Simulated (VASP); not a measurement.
# CdSe (F-43m) in VASP: notebook

CdSe is run at these levels: PBEsol, PBE, r2SCAN; tasks: single point, relaxation of cell and atoms.

All numbers are computed with VASP 6.6.1; they aren't measurements. Logs are shortened: lines on timing, memory, paths and dates and some standing lists are left out, and cuts for length are marked.

**1. The cell of the first run**

Symmetry: F-43m, No. 216, cubic system. The conventional cell has a = 6.083 Å, b = 6.083 Å, c = 6.083 Å, α = 90.00°, β = 90.00°, γ = 90.00°. Within 3.5 Å of Cd (site symmetry -43m) lie 4 Se at 2.63 Å. Se (site symmetry -43m) has 4 Cd at 2.63 Å within 3.5 Å.

**2. Single point, PBEsol**

File INCAR:

```
SYSTEM = CdSe
PREC     = Accurate       ! precision mode
ENCUT    = 520            ! plane-wave cutoff, eV
EDIFF    = 1E-6           ! SCF threshold, eV
ISMEAR   = 0              ! smearing method
SIGMA    = 0.01           ! smearing width, eV
LREAL    = .False.        ! projectors in reciprocal space
LASPH    = .True.         ! aspherical terms in the spheres
NELM     = 80             ! most SCF steps
ALGO     = Normal         ! electronic algorithm
ISIF     = 2              ! what is computed and relaxed
LWAVE    = .False.        ! write WAVECAR
LCHARG   = .True.         ! write CHGCAR
GGA      = PS             ! functional
LELF     = .True.         ! ELF
LVHAR    = .True.       
NBANDS   = 16             ! bands
```

File KPOINTS:

```
regular mesh
0
Gamma
  6 6 6
  0 0 0
```

File POSCAR:

```
CdSe
1.0
    0.0000000000      3.0415495518      3.0415495518
    3.0415495518      0.0000000000      3.0415495518
    3.0415495518      3.0415495518      0.0000000000
Cd Se
1 1
Direct
    0.0000000000      0.0000000000      0.0000000000
    0.7500000000      0.7500000000      0.7500000000
```

Potentials or basis: VASP PAW PBE potentials, release 64 (Cd, Se).

Command:

```bash
cat potpaw_PBE.64/Cd/POTCAR potpaw_PBE.64/Se/POTCAR > POTCAR
mpirun -np 1 vasp_std > vasp.out
```

OUTCAR:

```text
SYSTEM = CdSe
   PREC = Accurate
   ENCUT = 520
   EDIFF = 1E-6
   ISMEAR = 0
   LREAL = .False.
   LASPH = .True.
   NELM = 80
   ISIF = 2
   GGA = PS

 ion  position               nearest neighbor table
   1  0.000  0.000  0.000-   2 2.63   2 2.63   2 2.63   2 2.63
   2  0.750  0.750  0.750-   1 2.63   1 2.63   1 2.63   1 2.63

  LATTYP: Found a face centered cubic cell.
 ALAT       =     6.0830991036

  Lattice vectors:

 A1 = (   0.0000000000,   3.0415495518,   3.0415495518)
 A2 = (   3.0415495518,   0.0000000000,   3.0415495518)
 A3 = (   3.0415495518,   3.0415495518,   0.0000000000)

Analysis of symmetry for initial positions (statically):
=====================================================================
 Subroutine PRICEL returns:
 Original cell was already a primitive cell.

 Routine SETGRP: Setting up the symmetry group for a
 face centered cubic supercell.

 Subroutine GETGRP returns: Found 24 space group operations
 (whereof 24 operations were pure point group operations)
 out of a pool of 48 trial point group operations.

The static configuration has the point symmetry T_d .

Analysis of symmetry for dynamics (positions and initial velocities):
=====================================================================
 Subroutine PRICEL returns:
 Original cell was already a primitive cell.

 Routine SETGRP: Setting up the symmetry group for a
 face centered cubic supercell.

 Subroutine GETGRP returns: Found 24 space group operations
 (whereof 24 operations were pure point group operations)
 out of a pool of 48 trial point group operations.

The dynamic configuration has the point symmetry T_d .

 Subroutine INISYM returns: Found 24 space group operations
 (whereof 24 operations are pure point group operations),
 and found     1 'primitive' translations

----------------------------------------------------------------------------------------

                                     Primitive cell

  volume of cell :      56.2749

  direct lattice vectors                    reciprocal lattice vectors
     0.000000000  3.041549552  3.041549552    -0.164389891  0.164389891  0.164389891
     3.041549552  0.000000000  3.041549552     0.164389891 -0.164389891  0.164389891
     3.041549552  3.041549552  0.000000000     0.164389891  0.164389891 -0.164389891

  length of vectors
     4.301400627  4.301400627  4.301400627     0.284731644  0.284731644  0.284731644

  position of ions in fractional coordinates (direct lattice)
     0.000000000  0.000000000  0.000000000
     0.750000000  0.750000000  0.750000000

  ion indices of the primitive-cell ions
   primitive index   ion index
                 1           1
                 2           2

----------------------------------------------------------------------------------------

 KPOINTS: regular mesh

Automatic generation of k-mesh.
 Grid dimensions read from file:
 generate k-points for:    6    6    6

 Generating k-lattice:

  Cartesian coordinates                     Fractional coordinates (reciprocal lattice)
    -0.027398315  0.027398315  0.027398315     0.166666667  0.000000000  0.000000000
     0.027398315 -0.027398315  0.027398315     0.000000000  0.166666667  0.000000000
     0.027398315  0.027398315 -0.027398315     0.000000000  0.000000000  0.166666667

  Length of vectors
     0.047455274  0.047455274  0.047455274

  Shift w.r.t. Gamma in fractional coordinates (k-lattice)
     0.000000000  0.000000000  0.000000000

 Subroutine IBZKPT returns following result:
 ===========================================

 Found     16 irreducible k-points:

 Following reciprocal coordinates:
            Coordinates               Weight
  0.000000  0.000000  0.000000      1.000000
  0.166667  0.000000  0.000000      8.000000
  0.333333  0.000000  0.000000      8.000000
  0.500000  0.000000  0.000000      4.000000
  0.166667  0.166667  0.000000      6.000000
  0.333333  0.166667  0.000000     24.000000
[... 8 lines left out ...]
 -0.333333  0.333333  0.166667     24.000000
 -0.333333  0.500000  0.166667     12.000000
   k-points           NKPTS =     16   k-points in BZ     NKDIM =     16   number of bands    NBANDS=     16
   number of dos      NEDOS =    301   number of ions     NIONS =      2
   total plane-waves  NPLWV =  32768
   dimension x,y,z NGX =    32 NGY =   32 NGZ =   32
   dimension x,y,z NGXF=    64 NGYF=   64 NGZF=   64
   ions per type =               1   1
   NGX,Y,Z   is equivalent  to a cutoff of  12.37, 12.37, 12.37 a.u.
   NGXF,Y,Z  is equivalent  to a cutoff of  24.74, 24.74, 24.74 a.u.
 SYSTEM =  CdSe
   PREC   = accura    normal or accurate (medium, high low for compatibility)
   ISTART =      0    job   : 0-new  1-cont  2-samecut
   ICHARG =      2    charge: 1-file 2-atom 10-const
   ISPIN  =      1    spin polarized calculation?
   LNONCOLLINEAR =      F non collinear calculations
   LSORBIT =      F    spin-orbit coupling
   LASPH  =      T    aspherical Exc in radial PAW
   ENCUT  =  520.0 eV  38.22 Ry    6.18 a.u.   8.00  8.00  8.00*2*pi/ulx,y,z
   NELM   =     80;   NELMIN=  2; NELMDL= -5     # of ELM steps
   EDIFF  = 0.1E-05   stopping-criterion for ELM
   LREAL  =      F    real-space projection
   EDIFFG = 0.1E-04   stopping-criterion for IOM
   NSW    =      0    number of steps for IOM
   IBRION =     -1    ionic relax: 0-MD 1-quasi-New 2-CG
   NFREE  =      0    steps in history (QN), initial steepest desc. (CG)
   ISIF   =      2    stress and relaxation
   ISYM   =      2    0-nonsym 1-usesym 2-fastsym
   POTIM  = 0.5000    time-step for ionic-motion
   TEBEG  =    0.0;   TEEND  =   0.0 temperature during run
   PSTRESS=    0.0 pullay stress
   NELECT =      18.0000    total number of electrons
   NUPDOWN=      -1.0000    fix difference up-down
   EMIN   =  10.00;   EMAX   =-10.00  energy-range for DOS
   EFERMI =   0.00;   METHOD = LEGACY
   ISMEAR =     0;   SIGMA  =   0.01  broadening in eV -4-tet -1-fermi 0-gaus
   EFERMI_NEDOS =   21; number of points for ismear=-14 and -15
   IALGO  =     38    algorithm
   IMIX   =      4    mixing-type and parameters
     AMIX     =   0.40;   BMIX     =  1.00
     AMIX_MAG =   1.60;   BMIX_MAG =  1.00
  volume/ion in A,a.u.               =      28.14       189.88
  Fermi-wavevector in a.u.,A,eV,Ry     =   1.119595  2.115727 17.054793  1.253492
  Thomas-Fermi vector in A             =   2.256235
   LORBIT       =      0    0 simple, 1 ext, 2 COOP (PROOUT), +10 PAW based schemes
   GGA     = PS    functional components
   LHFCALC =     F    Hartree Fock is set to
   AEXX    =    0.0000 exact exchange contribution
   IVDW    =     0    specifies the selected vdW correction
   LEPSILON=     F    determine dielectric tensor
   LRPA    =     F    only Hartree local field effects (RPA)
 non-spin polarized calculation
 Gauss-broadening in eV      SIGMA  =   0.01
  energy-cutoff  :      520.00
  volume of cell :       56.27
 maximum number of plane-waves:      1527
   NGX = 15   NGY = 15   NGZ = 15

 number of electron      18.0000002 magnetization

 Free energy of the ion-electron system (eV)
  ---------------------------------------------------
  ext. energy  EPLUGINS =         0.00000000
  ---------------------------------------------------
  free energy    TOTEN  =        -6.17253768 eV

  energy without entropy =       -6.17253768  energy(sigma->0) =       -6.17253768

 E-fermi :   0.9337     XC(G=0):  -9.0962

 val. band max:        0.8130997639   @ k =   0.0000   0.0000   0.0000
 cond. band min:       1.2928551349   @ k =   0.0000   0.0000   0.0000
 fundamental gap:      0.4797553710
 Fermi energy:         0.9336990573

 k-point     1 :       0.0000    0.0000    0.0000
  band No.  band energies     occupation
      1     -11.8084      2.00000
      2      -7.1023      2.00000
      3      -7.1023      2.00000
      4      -7.1023      2.00000
      5      -6.7216      2.00000
      6      -6.7216      2.00000
[... 8 lines left out ...]
     15      11.8752      0.00000
     16      11.8752      0.00000

 k-point     2 :       0.1667    0.0000    0.0000
  band No.  band energies     occupation
      1     -11.7149      2.00000
      2      -7.0731      2.00000
      3      -7.0731      2.00000
      4      -7.0158      2.00000
      5      -6.7226      2.00000
      6      -6.7226      2.00000
[... 8 lines left out ...]
     15      10.8609      0.00000
     16      11.1602      0.00000

 k-point     3 :       0.3333    0.0000    0.0000
  band No.  band energies     occupation
      1     -11.5245      2.00000
      2      -7.0245      2.00000
      3      -7.0245      2.00000
      4      -6.7143      2.00000
      5      -6.7118      2.00000
      6      -6.7118      2.00000
[... 8 lines left out ...]
     15      11.2947      0.00000
     16      11.2947      0.00000

 k-point     4 :       0.5000    0.0000    0.0000
  band No.  band energies     occupation
      1     -11.4282      2.00000
      2      -7.0071      2.00000
      3      -7.0071      2.00000
      4      -6.6979      2.00000
      5      -6.6979      2.00000
      6      -6.4285      2.00000
[... 8 lines left out ...]
     15      12.8884      0.00000
     16      12.8884      0.00000

 k-point     5 :       0.1667    0.1667    0.0000
  band No.  band energies     occupation
      1     -11.6840      2.00000
      2      -7.0430      2.00000
      3      -7.0430      2.00000
      4      -7.0292      2.00000
      5      -6.7394      2.00000
      6      -6.7068      2.00000
[... 8 lines left out ...]
     15      12.1118      0.00000
     16      12.3761      0.00000

 k-point     6 :       0.3333    0.1667    0.0000
  band No.  band energies     occupation
      1     -11.5264      2.00000
      2      -7.0094      2.00000
      3      -6.9860      2.00000
      4      -6.8438      2.00000
      5      -6.6996      2.00000
      6      -6.6938      2.00000
[... 8 lines left out ...]
     15      12.2590      0.00000
     16      12.4909      0.00000

 k-point     7 :       0.5000    0.1667    0.0000
  band No.  band energies     occupation
      1     -11.3994      2.00000
      2      -6.9881      2.00000
      3      -6.9633      2.00000
      4      -6.7456      2.00000
      5      -6.6933      2.00000
      6      -6.4119      2.00000
[... 8 lines left out ...]
     15      12.5325      0.00000
     16      12.9996      0.00000

 k-point     8 :      -0.3333    0.1667    0.0000
  band No.  band energies     occupation
      1     -11.4310      2.00000
      2      -6.9887      2.00000
      3      -6.9840      2.00000
      4      -6.7251      2.00000
      5      -6.7224      2.00000
      6      -6.5001      2.00000
[... 8 lines left out ...]
     15      11.7053      0.00000
     16      12.8334      0.00000

 k-point     9 :      -0.1667    0.1667    0.0000
  band No.  band energies     occupation
      1     -11.5891      2.00000
      2      -7.0389      2.00000
      3      -7.0195      2.00000
      4      -6.8766      2.00000
      5      -6.7365      2.00000
      6      -6.6966      2.00000
[... 8 lines left out ...]
     15      11.3574      0.00000
     16      12.6833      0.00000

 k-point    10 :       0.3333    0.3333    0.0000
  band No.  band energies     occupation
      1     -11.4332      2.00000
      2      -6.9110      2.00000
      3      -6.9110      2.00000
      4      -6.9029      2.00000
      5      -6.6769      2.00000
      6      -6.6256      2.00000
[... 8 lines left out ...]
     15      12.7350      0.00000
     16      14.8232      0.00000

 k-point    11 :       0.5000    0.3333    0.0000
  band No.  band energies     occupation
      1     -11.3395      2.00000
      2      -6.9307      2.00000
      3      -6.8765      2.00000
      4      -6.8257      2.00000
      5      -6.6771      2.00000
      6      -6.3814      2.00000
[... 8 lines left out ...]
     15      13.2949      0.00000
     16      13.9428      0.00000

 k-point    12 :      -0.3333    0.3333    0.0000
  band No.  band energies     occupation
      1     -11.3393      2.00000
      2      -6.9559      2.00000
      3      -6.9081      2.00000
      4      -6.7613      2.00000
      5      -6.7079      2.00000
      6      -6.2933      2.00000
[... 8 lines left out ...]
     15      11.5462      0.00000
     16      14.7957      0.00000

 k-point    13 :       0.5000    0.5000    0.0000
  band No.  band energies     occupation
      1     -11.3085      2.00000
      2      -6.9123      2.00000
      3      -6.8368      2.00000
      4      -6.8368      2.00000
      5      -6.6619      2.00000
      6      -6.3656      2.00000
[... 8 lines left out ...]
     15      13.1939      0.00000
     16      14.1227      0.00000

 k-point    14 :       0.5000    0.3333    0.1667
  band No.  band energies     occupation
      1     -11.4013      2.00000
      2      -6.9544      2.00000
      3      -6.9465      2.00000
      4      -6.7929      2.00000
      5      -6.6951      2.00000
      6      -6.4872      2.00000
[... 8 lines left out ...]
     15      12.8575      0.00000
     16      13.8637      0.00000

 k-point    15 :      -0.3333    0.3333    0.1667
  band No.  band energies     occupation
      1     -11.3393      2.00000
      2      -6.9481      2.00000
      3      -6.9193      2.00000
      4      -6.7548      2.00000
      5      -6.7110      2.00000
      6      -6.2922      2.00000
[... 8 lines left out ...]
     15      12.6032      0.00000
     16      13.7863      0.00000

 k-point    16 :      -0.3333    0.5000    0.1667
  band No.  band energies     occupation
      1     -11.3092      2.00000
      2      -6.9148      2.00000
      3      -6.8920      2.00000
      4      -6.7869      2.00000
      5      -6.6939      2.00000
      6      -6.2663      2.00000
[... 8 lines left out ...]
     15      13.5330      0.00000
     16      13.7263      0.00000

------------------------ aborting loop because EDIFF is reached ----------------------------------------

  FORCE on cell =-STRESS in cart. coord.  units (eV):
  Direction    XX          YY          ZZ          XY          YZ          ZX
  --------------------------------------------------------------------------------------
  -------------------------------------------------------------------------------------
  Total        0.1104197      0.1104197      0.1104197     -0.0000000     -0.0000000     -0.0000000
  in kB        3.1437092      3.1437092      3.1437092     -0.0000000     -0.0000000     -0.0000000
  external PRESSURE =       3.1437092 kB  Pullay stress =       0.0000000 kB

 VOLUME and BASIS-vectors are now :
 -----------------------------------------------------------------------------
  energy-cutoff  :      520.00
  volume of cell :       56.27
      direct lattice vectors                 reciprocal lattice vectors
     0.000000000  3.041549552  3.041549552    -0.164389891  0.164389891  0.164389891
     3.041549552  0.000000000  3.041549552     0.164389891 -0.164389891  0.164389891
     3.041549552  3.041549552  0.000000000     0.164389891  0.164389891 -0.164389891

 POSITION                                       TOTAL-FORCE (eV/Angst)
 -----------------------------------------------------------------------------------
      0.00000      0.00000      0.00000        -0.000000     -0.000000     -0.000000
      4.56232      4.56232      4.56232         0.000000      0.000000      0.000000
 -----------------------------------------------------------------------------------
    total drift:                                0.000000      0.000000      0.000000

  FREE ENERGIE OF THE ION-ELECTRON SYSTEM (eV)
  ---------------------------------------------------
  free  energy   TOTEN  =        -6.1725376797 eV

  energy  without entropy=       -6.1725376797  energy(sigma->0) =       -6.17253768
```

Run time: 12 s. Hardware: 1 thread of Intel Xeon 8259CL, shared host; peak memory 0.18 GiB.

What came out:

```yaml
Free_energy: -6.1725 eV
Pressure: 0.3 GPa
Band_gap_on_the_k_mesh: 0.48 eV, direct
```

Levels at points of the mesh, in eV from the valence-band top:
| k point | band 7 | band 8 | band 9 | band 10 | band 11 | band 12 |
| --- | --- | --- | --- | --- | --- | --- |
| (0.00, 0.00, 0.00) | 0.00 | 0.00 | 0.00 | 0.48 | 5.85 | 5.85 |
| (0.50, 0.00, 0.00) | -4.45 | -0.76 | -0.76 | 2.29 | 6.36 | 6.36 |
| (0.50, 0.50, 0.00) | -4.13 | -1.88 | -1.88 | 3.00 | 3.67 | 8.98 |

Caveat: the PAW data sets were made with another functional, which shifts forces and pressure a little. Expect the measured gap to be larger: semilocal functionals such as PBEsol lack the derivative discontinuity.

(Part 1 of 3 ends here.)
